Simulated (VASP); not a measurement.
Runs of VASP 6.6.1 on AgBr. The structure is that of space group Fm-3m (No. 225), or close to it. The cells are those of the table. 

```csv
cell,gap on the mesh (eV),pressure (GPa)
"a = 4.152 Å, angles 60.0°, 2 atoms",1.25,(a)
"a = 4.072 Å, angles 60.0°, 2 atoms",1.25,0.6
"a = 4.112 Å, angles 60.0°, 2 atoms",1.25,(b)
"a = 3.990 Å, angles 60.0°, 2 atoms",1.26,4.1
"a = 4.032 Å, angles 60.0°, 2 atoms",1.25,2.2
```

Alike in all rows: task single point; level r2SCAN; potentials or basis VASP PAW PBE potentials, release 64 (Ag, Br); no spin polarisation; k mesh 6 × 6 × 6; cutoff (eV) 550; smearing fermi-dirac 0.02 eV.

Problem. Fill in the values left out.

Solution. (a) -1.8; (b) -0.7.

Caveats: the PAW data sets were made with another functional, which shifts forces and pressure a little.

A k mesh can miss the band edges, and the runs leave out spin-orbit coupling on Ag, Br.
